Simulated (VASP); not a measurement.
TiAl3, 8 atoms in the cell. The typed cell holds 8 atoms: a = 5.097 Å, b = 5.097 Å, c = 5.438 Å, α = 90.00°, β = 90.00°, γ = 115.52°.  This cell differs from its parent crystal: all atoms moved at random, sigma 0.1 Å a component, then relaxed in part.

```yaml
Program: VASP 6.6.1
Task: single point
Functional: PBE
Potentials_or_basis: VASP PAW PBE potentials, release 64 (Ti_sv, Al)
Cutoff: 520 eV
k_mesh: 8 × 8 × 6
Occupations: gaussian, width 0.15 eV
Spin: no spin polarisation
Dipole_correction: no
Further_INCAR_settings: ALGO = Normal; EDIFF = 1e-06; NBANDS = 31
```

Potentials or basis: VASP PAW PBE potentials, release 64 (Ti_sv, Al).

Command:

```console
$ cat potpaw_PBE.64/Ti_sv/POTCAR potpaw_PBE.64/Al/POTCAR > POTCAR
$ mpirun -np 1 vasp_std > vasp.out
```

Hardware: 1 thread of Intel(R) Xeon(R) Platinum 8488C (Sapphire Rapids) (shared host).

Task: Estimate the wall time of this run.

Result: It took 8.5 min on 1 thread of Intel(R) Xeon(R) Platinum 8488C (Sapphire Rapids) (shared host), peak memory 0.68 GiB. Counts: scf iterations 15, k points 196.
